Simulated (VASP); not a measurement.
# SiO2 (P2_13) in VASP: single point with r2SCAN

Aim: the single point of SiO2 with r2SCAN.

All numbers are computed with VASP 6.6.1; they aren't measurements. Logs are shortened: lines on timing, memory, paths and dates and some standing lists are left out, and cuts for length are marked.

## (1) The cell of the first run

The structure is cubic, space group P2_13 (No. 198). The conventional cell has a = 7.160 Å, b = 7.160 Å, c = 7.160 Å, α = 90.00°, β = 90.00°, γ = 90.00°. Si (site symmetry 3) has 4 O at 1.60 to 1.61 Å within 2.1 Å. Within 2.1 Å of Si (site symmetry 3) lie 4 O at 1.60 to 1.61 Å. Within 2.1 Å of O (site symmetry 3) lie 2 Si at 1.60 Å. O (site symmetry 1) has 2 Si at 1.61 Å within 2.1 Å.

## (2) Single point, r2SCAN

Contents of POSCAR:

```
SiO2
1.0
    7.1600000000      0.0000000000      0.0000000000
    0.0000000000      7.1600000000      0.0000000000
    0.0000000000      0.0000000000      7.1600000000
Si O
8 16
Direct
    0.2776853909      0.2776853909      0.2776853909
    0.2223146091      0.7223146091      0.7776853909
    0.7776853909      0.2223146091      0.7223146091
    0.7223146091      0.7776853909      0.2223146091
    1.0192189670      1.0192189670      1.0192189670
    0.4807810330     -0.0192189670      0.5192189670
    0.5192189670      0.4807810330     -0.0192189670
   -0.0192189670      0.5192189670      0.4807810330
    0.1483616266      0.1483616266      0.1483616266
    0.3516383734      0.8516383734      0.6483616266
    0.6483616266      0.3516383734      0.8516383734
    0.8516383734      0.6483616266      0.3516383734
    0.6393285301      0.6577530677      0.0509880788
    0.8606714699      0.3422469323      0.5509880788
    0.1393285301      0.8422469323      0.9490119212
    0.3606714699      0.1577530677      0.4490119212
    0.0509880788      0.6393285301      0.6577530677
    0.5509880788      0.8606714699      0.3422469323
    0.9490119212      0.1393285301      0.8422469323
    0.4490119212      0.3606714699      0.1577530677
    0.6577530677      0.0509880788      0.6393285301
    0.3422469323      0.5509880788      0.8606714699
    0.8422469323      0.9490119212      0.1393285301
    0.1577530677      0.4490119212      0.3606714699
```

Contents of INCAR.step1:

```
PREC = Accurate
ENCUT = 520
ISMEAR = -1
SIGMA = 0.01
LREAL = Auto
LASPH = T
NELM = 60
NBANDS = 82
GGA = PE
ALGO = Normal
EDIFF = 1E-4
LWAVE = T
LCHARG = F
```

Contents of INCAR.step2:

```
PREC = Accurate
ENCUT = 520
EDIFF = 1E-6
ISMEAR = -1
SIGMA = 0.01
LREAL = Auto
LASPH = T
NELM = 60
ALGO = Normal
ISIF = 2
LWAVE = F
LCHARG = T
METAGGA = R2SCAN
LMIXTAU = T
LELF = T
LVHAR = T
NBANDS = 82
ISTART = 1
```

Contents of KPOINTS:

```
Automatic mesh
0
Gamma
  4 4 4
```

Potentials or basis: VASP PAW PBE potentials, release 64 (Si, O).

On the command line:

```bash
> cat potpaw_PBE.64/Si/POTCAR potpaw_PBE.64/O/POTCAR > POTCAR
> cp INCAR.step1 INCAR
> mpirun -np 1 vasp_std > vasp.out
> cp INCAR.step2 INCAR
> mpirun -np 1 vasp_std > vasp.out
```

OUTCAR:

```text
PREC = Accurate
   ENCUT = 520
   EDIFF = 1E-6
   ISMEAR = -1
   LREAL = Auto
   LASPH = T
   NELM = 60
   ISIF = 2
   METAGGA = R2SCAN
   ISTART = 1

 ion  position               nearest neighbor table
   1  0.278  0.278  0.278-   9 1.60  16 1.61  20 1.61  24 1.61   7 3.10   8 3.10   6 3.10
   2  0.222  0.722  0.778-  10 1.60  15 1.61  17 1.61  22 1.61   7 3.10   8 3.10   5 3.10
   3  0.778  0.222  0.722-  11 1.60  14 1.61  19 1.61  21 1.61   6 3.10   8 3.10   5 3.10
   4  0.722  0.778  0.222-  12 1.60  13 1.61  18 1.61  23 1.61   6 3.10   7 3.10   5 3.10
   5  0.019  0.019  0.019-   9 1.60  15 1.61  19 1.61  23 1.61   3 3.10   4 3.10   2 3.10
   6  0.481  0.981  0.519-  10 1.60  16 1.61  18 1.61  21 1.61   3 3.10   4 3.10   1 3.10
   7  0.519  0.481  0.981-  11 1.60  13 1.61  20 1.61  22 1.61   2 3.10   4 3.10   1 3.10
   8  0.981  0.519  0.481-  12 1.60  14 1.61  17 1.61  24 1.61   2 3.10   3 3.10   1 3.10
   9  0.148  0.148  0.148-   5 1.60   1 1.60
  10  0.352  0.852  0.648-   6 1.60   2 1.60
  11  0.648  0.352  0.852-   7 1.60   3 1.60
  12  0.852  0.648  0.352-   8 1.60   4 1.60
  13  0.639  0.658  0.051-   4 1.61   7 1.61
  14  0.861  0.342  0.551-   3 1.61   8 1.61
[... 8 lines left out ...]
  23  0.842  0.949  0.139-   4 1.61   5 1.61
  24  0.158  0.449  0.361-   1 1.61   8 1.61

  LATTYP: Found a simple cubic cell.
 ALAT       =     7.1600000000

  Lattice vectors:

 A1 = (   7.1600000000,   0.0000000000,   0.0000000000)
 A2 = (   0.0000000000,   7.1600000000,   0.0000000000)
 A3 = (   0.0000000000,   0.0000000000,   7.1600000000)

Analysis of symmetry for initial positions (statically):
=====================================================================
 Subroutine PRICEL returns:
 Original cell was already a primitive cell.

 Routine SETGRP: Setting up the symmetry group for a
 simple cubic supercell.

 Subroutine GETGRP returns: Found 12 space group operations
 (whereof  3 operations were pure point group operations)
 out of a pool of 48 trial point group operations.

The static configuration has the point symmetry C_3 .
 The point group associated with its full space group is T   .

Analysis of symmetry for dynamics (positions and initial velocities):
=====================================================================
 Subroutine PRICEL returns:
 Original cell was already a primitive cell.

 Routine SETGRP: Setting up the symmetry group for a
 simple cubic supercell.

 Subroutine GETGRP returns: Found 12 space group operations
 (whereof  3 operations were pure point group operations)
 out of a pool of 48 trial point group operations.

The dynamic configuration has the point symmetry C_3 .
 The point group associated with its full space group is T   .

 Subroutine INISYM returns: Found 12 space group operations
 (whereof  3 operations are pure point group operations),
 and found     1 'primitive' translations

----------------------------------------------------------------------------------------

                                     Primitive cell

  volume of cell :     367.0617

  direct lattice vectors                    reciprocal lattice vectors
     7.160000000  0.000000000  0.000000000     0.139664804  0.000000000  0.000000000
     0.000000000  7.160000000  0.000000000     0.000000000  0.139664804  0.000000000
     0.000000000  0.000000000  7.160000000     0.000000000  0.000000000  0.139664804

  length of vectors
     7.160000000  7.160000000  7.160000000     0.139664804  0.139664804  0.139664804

  position of ions in fractional coordinates (direct lattice)
     0.277685391  0.277685391  0.277685391
     0.222314609  0.722314609  0.777685391
     0.777685391  0.222314609  0.722314609
     0.722314609  0.777685391  0.222314609
     0.019218967  0.019218967  0.019218967
     0.480781033  0.980781033  0.519218967
[... 16 lines left out ...]
     0.842246932  0.949011921  0.139328530
     0.157753068  0.449011921  0.360671470

  ion indices of the primitive-cell ions
   primitive index   ion index
                 1           1
                 2           2
                 3           3
                 4           4
                 5           5
                 6           6
[... 16 lines left out ...]
                23          23
                24          24

----------------------------------------------------------------------------------------

 KPOINTS: Automatic mesh

Automatic generation of k-mesh.
 Grid dimensions read from file:
 generate k-points for:    4    4    4

 Generating k-lattice:

  Cartesian coordinates                     Fractional coordinates (reciprocal lattice)
     0.034916201  0.000000000  0.000000000     0.250000000  0.000000000  0.000000000
     0.000000000  0.034916201  0.000000000     0.000000000  0.250000000  0.000000000
     0.000000000  0.000000000  0.034916201     0.000000000  0.000000000  0.250000000

  Length of vectors
     0.034916201  0.034916201  0.034916201

  Shift w.r.t. Gamma in fractional coordinates (k-lattice)
     0.000000000  0.000000000  0.000000000

 Subroutine IBZKPT returns following result:
 ===========================================

 Found     11 irreducible k-points:

 Following reciprocal coordinates:
            Coordinates               Weight
  0.000000  0.000000  0.000000      1.000000
  0.250000  0.000000  0.000000      6.000000
  0.500000  0.000000  0.000000      3.000000
  0.250000  0.250000  0.000000     12.000000
  0.500000  0.250000  0.000000      6.000000
 -0.250000  0.500000  0.000000      6.000000
  0.500000  0.500000  0.000000      3.000000
  0.250000  0.250000  0.250000      8.000000
  0.500000  0.250000  0.250000     12.000000
  0.500000  0.500000  0.250000      6.000000
  0.500000  0.500000  0.500000      1.000000
   k-points           NKPTS =     11   k-points in BZ     NKDIM =     11   number of bands    NBANDS=     82
   number of dos      NEDOS =    301   number of ions     NIONS =     24
   total plane-waves  NPLWV = 157464
   dimension x,y,z NGX =    54 NGY =   54 NGZ =   54
   dimension x,y,z NGXF=   108 NGYF=  108 NGZF=  108
   ions per type =               8  16
   NGX,Y,Z   is equivalent  to a cutoff of  12.54, 12.54, 12.54 a.u.
   NGXF,Y,Z  is equivalent  to a cutoff of  25.08, 25.08, 25.08 a.u.
 SYSTEM =  unknown system
   PREC   = accura    normal or accurate (medium, high low for compatibility)
   ISTART =      1    job   : 0-new  1-cont  2-samecut
   ICHARG =      0    charge: 1-file 2-atom 10-const
   ISPIN  =      1    spin polarized calculation?
   LNONCOLLINEAR =      F non collinear calculations
   LSORBIT =      F    spin-orbit coupling
   LASPH  =      T    aspherical Exc in radial PAW
   ENCUT  =  520.0 eV  38.22 Ry    6.18 a.u.  13.31 13.31 13.31*2*pi/ulx,y,z
   NELM   =     60;   NELMIN=  2; NELMDL=  0     # of ELM steps
   EDIFF  = 0.1E-05   stopping-criterion for ELM
   LREAL  =      T    real-space projection
   EDIFFG = 0.1E-04   stopping-criterion for IOM
   NSW    =      0    number of steps for IOM
   IBRION =     -1    ionic relax: 0-MD 1-quasi-New 2-CG
   NFREE  =      0    steps in history (QN), initial steepest desc. (CG)
   ISIF   =      2    stress and relaxation
   ISYM   =      2    0-nonsym 1-usesym 2-fastsym
   POTIM  = 0.5000    time-step for ionic-motion
   TEBEG  =    0.0;   TEEND  =   0.0 temperature during run
   PSTRESS=    0.0 pullay stress
   NELECT =     128.0000    total number of electrons
   NUPDOWN=      -1.0000    fix difference up-down
   EMIN   =  10.00;   EMAX   =-10.00  energy-range for DOS
   EFERMI =   0.00;   METHOD = LEGACY
   ISMEAR =    -1;   SIGMA  =   0.01  broadening in eV -4-tet -1-fermi 0-gaus
   EFERMI_NEDOS =   21; number of points for ismear=-14 and -15
   IALGO  =     38    algorithm
   IMIX   =      4    mixing-type and parameters
     AMIX     =   0.40;   BMIX     =  1.00
     AMIX_MAG =   1.60;   BMIX_MAG =  1.00
  volume/ion in A,a.u.               =      15.29       103.21
  Fermi-wavevector in a.u.,A,eV,Ry     =   1.152299  2.177529 18.065716  1.327793
  Thomas-Fermi vector in A             =   2.288951
   LORBIT       =      0    0 simple, 1 ext, 2 COOP (PROOUT), +10 PAW based schemes
   METAGGA = R2SCAN    functional components
   LHFCALC =     F    Hartree Fock is set to
   AEXX    =    0.0000 exact exchange contribution
   IVDW    =     0    specifies the selected vdW correction
   LEPSILON=     F    determine dielectric tensor
   LRPA    =     F    only Hartree local field effects (RPA)
 non-spin polarized calculation
  energy-cutoff  :      520.00
  volume of cell :      367.06
 maximum number of plane-waves:      9952
 NGX is ok and might be reduce to    54
   NGX = 27   NGY = 27   NGZ = 27

 number of electron     127.9999947 magnetization

 Free energy of the ion-electron system (eV)
  ---------------------------------------------------
  ext. energy  EPLUGINS =         0.00000000
  ---------------------------------------------------
  free energy    TOTEN  =      -238.26064925 eV

  energy without entropy =     -238.26064925  energy(sigma->0) =     -238.26064925

 E-fermi :  -0.5543     XC(G=0):  -8.4553

 val. band max:       -0.8488650548   @ k =   0.5000   0.5000   0.5000
 cond. band min:       5.4866679648   @ k =   0.0000   0.0000   0.0000
 fundamental gap:      6.3355330196
 Fermi energy:        -0.5543156358

 k-point     1 :       0.0000    0.0000    0.0000
  band No.  band energies     occupation
      1     -21.1660      2.00000
      2     -20.2776      2.00000
      3     -20.2776      2.00000
      4     -20.2776      2.00000
      5     -20.2687      2.00000
      6     -20.2687      2.00000
[... 68 lines left out ...]
     75       9.6949      0.00000
     76      10.3373      0.00000

 k-point     2 :       0.2500    0.0000    0.0000
  band No.  band energies     occupation
      1     -21.1037      2.00000
      2     -20.6359      2.00000
      3     -20.2762      2.00000
      4     -20.2739      2.00000
      5     -20.2718      2.00000
      6     -20.2696      2.00000
[... 703 lines left out ...]
 k-point    11 :       0.5000    0.5000    0.5000
  band No.  band energies     occupation
      1     -20.7343      2.00000
      2     -20.7343      2.00000
      3     -20.7343      2.00000
      4     -20.7343      2.00000
      5     -19.7700      2.00000
      6     -19.7700      2.00000
[... 68 lines left out ...]
     75       9.0734      0.00000
     76       9.0734      0.00000
 [bands above 76 left out]

------------------------ aborting loop because EDIFF is reached ----------------------------------------

  FORCE on cell =-STRESS in cart. coord.  units (eV):
  Direction    XX          YY          ZZ          XY          YZ          ZX
  --------------------------------------------------------------------------------------
  -------------------------------------------------------------------------------------
  Total       -0.0006610     -0.0006610     -0.0006610      0.0000000     -0.0000000     -0.0000000
  in kB       -0.0028850     -0.0028850     -0.0028850      0.0000000     -0.0000000     -0.0000000
  external PRESSURE =      -0.0028850 kB  Pullay stress =       0.0000000 kB

 VOLUME and BASIS-vectors are now :
 -----------------------------------------------------------------------------
  energy-cutoff  :      520.00
  volume of cell :      367.06
      direct lattice vectors                 reciprocal lattice vectors
     7.160000000  0.000000000  0.000000000     0.139664804  0.000000000  0.000000000
     0.000000000  7.160000000  0.000000000     0.000000000  0.139664804  0.000000000
     0.000000000  0.000000000  7.160000000     0.000000000  0.000000000  0.139664804

 POSITION                                       TOTAL-FORCE (eV/Angst)
 -----------------------------------------------------------------------------------
      1.98823      1.98823      1.98823         0.018877      0.018877      0.018877
      1.59177      5.17177      5.56823        -0.018877     -0.018877      0.018877
      5.56823      1.59177      5.17177         0.018877     -0.018877     -0.018877
      5.17177      5.56823      1.59177        -0.018877      0.018877     -0.018877
      0.13761      0.13761      0.13761         0.002931      0.002931      0.002931
      3.44239      7.02239      3.71761        -0.002931     -0.002931      0.002931
[... 16 lines left out ...]
      6.03049      6.79493      0.99759        -0.009013      0.011022      0.009116
      1.12951      3.21493      2.58241         0.009013      0.011022     -0.009116
 -----------------------------------------------------------------------------------
    total drift:                                0.000000      0.000000      0.000000

  FREE ENERGIE OF THE ION-ELECTRON SYSTEM (eV)
  ---------------------------------------------------
  free  energy   TOTEN  =      -238.2606492481 eV

  energy  without entropy=     -238.2606492481  energy(sigma->0) =     -238.26064925
```

It took 27 min on 1 thread of Intel Xeon Platinum 8488C (Sapphire Rapids), shared host; peak memory 0.53 GiB.

What came out:

```yaml
Free_energy: -238.2606 eV
Pressure: 0.0 GPa
Largest_force: 0.033 eV/Å
Band_gap_on_the_k_mesh: 6.34 eV
```

Forces on the atoms (eV/Å):
```
Si   0.019  0.019  0.019
Si  -0.019 -0.019  0.019
Si   0.019 -0.019 -0.019
Si  -0.019  0.019 -0.019
Si   0.003  0.003  0.003
Si  -0.003 -0.003  0.003
Si   0.003 -0.003 -0.003
Si  -0.003  0.003 -0.003
O    0.001  0.001  0.001
O   -0.001 -0.001  0.001
O    0.001 -0.001 -0.001
O   -0.001  0.001 -0.001
O    0.009  0.009 -0.011
O   -0.009 -0.009 -0.011
O    0.009 -0.009  0.011
O   -0.009  0.009  0.011
O   -0.011  0.009  0.009
O   -0.011 -0.009 -0.009
O    0.011  0.009 -0.009
O    0.011 -0.009  0.009
O    0.009 -0.011  0.009
O   -0.009 -0.011 -0.009
O   -0.009  0.011  0.009
O    0.009  0.011 -0.009
```

Levels at points of the mesh, in eV from the valence-band top:
```tsv
k point	band 61	band 62	band 63	band 64	band 65	band 66	band 67	band 68
(0.00, 0.00, 0.00)	-0.44	0.00	0.00	0.00	6.34	9.38	9.38	9.38
(0.50, 0.00, 0.00)	-0.28	-0.28	-0.26	-0.26	7.48	7.48	9.70	9.70
(0.50, 0.50, 0.00)	-0.23	-0.23	-0.15	-0.15	8.33	8.33	8.40	8.40
(0.50, 0.50, 0.50)	0.00	0.00	0.00	0.00	8.83	8.83	8.83	8.83
```

Caveat: the PAW data sets were made with another functional, which shifts forces and pressure a little.
